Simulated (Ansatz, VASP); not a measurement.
# Two plane-wave programs on Fe

```xyz
1
Lattice="-1.4163 1.4163 1.4163 1.4163 -1.4163 1.4163 1.4163 1.4163 -1.4163" Properties=species:S:1:pos:R:3 pbc="T T T"
Fe    0.0000    0.0000    0.0000
```

Alike in both runs: task single point; functional PBE; k mesh 15 × 15 × 15; occupations gaussian, width 0.1 eV; collinear spin.

```csv
,VASP,Ansatz
version,VASP 6.6.1,Ansatz 0.2.0
potentials or method,"VASP PAW PBE potentials, release 64 (Fe), cutoff 520 eV","plane waves (420 eV) with PAW, scalar-relativistic"
valence electrons in the cell,8,16
```

Ansatz gave:

```
pressure (GPa)                                                : 0.0
net moment per atom (μB)                                      : 2.18
size of the moment on the site where the two differ most (μB) : 2.23
```

Problem. Estimate VASP's values.

Solution. Pressure (GPa): 0.0; net moment per atom (μB): 2.19; size of the moment on the site where the two differ most (μB): 2.19.

Site moments also hang on the region over which each program counts them. With one functional, cell and mesh, what is left measures potentials, basis and numerics. VASP's potentials hold 8 valence electrons a cell and Ansatz's 16, so a difference there can come from the potentials and not from the codes.
